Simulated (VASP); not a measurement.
Runs of VASP 6.6.1 on W. The structure is that of space group Im-3m (No. 229), or close to it. The cells are those of the table. 

| cell | k mesh | gap on the mesh (eV) | pressure (GPa) |
| --- | --- | --- | --- |
| a = 2.654 Å, angles 109.5°, 1 atom | 23 × 23 × 23 | none | 49.6 |
| a = 2.769 Å, angles 109.5°, 1 atom | 14 × 14 × 14 | none | 0.4 |
| a = 2.841 Å, angles 109.5°, 1 atom | 23 × 23 × 23 | none | -19.1 |
| a = 2.732 Å, angles 109.5°, 1 atom | 23 × 23 × 23 | none | (c) |
| a = 2.806 Å, angles 109.5°, 1 atom | 23 × 23 × 23 | none | (b) |
| a = 2.769 Å, angles 109.5°, 1 atom | 23 × 23 × 23 | none | 0.2 |
| a = 2.876 Å, angles 109.5°, 1 atom | 23 × 23 × 23 | none | -26.0 |
| a = 2.693 Å, angles 109.5°, 1 atom | 23 × 23 × 23 | none | (a) |

Alike in all rows: task single point; level RPBE; potentials or basis VASP PAW PBE potentials, release 64 (W_sv); no spin polarisation; cutoff (eV) 520; smearing fermi-dirac 0.1 eV.

**Question.** Fill in the values left out.

**Answer.** (a) 29.6; (b) -10.4; (c) 13.4.

Caveats: the PAW data sets were made with another functional, which shifts forces and pressure a little; spin-orbit coupling is left out, which moves the levels of the heavy elements.

A k mesh can miss the band edges, and the runs leave out spin-orbit coupling on W.

A gap of «none» marks levels without a gap at the run's occupations.
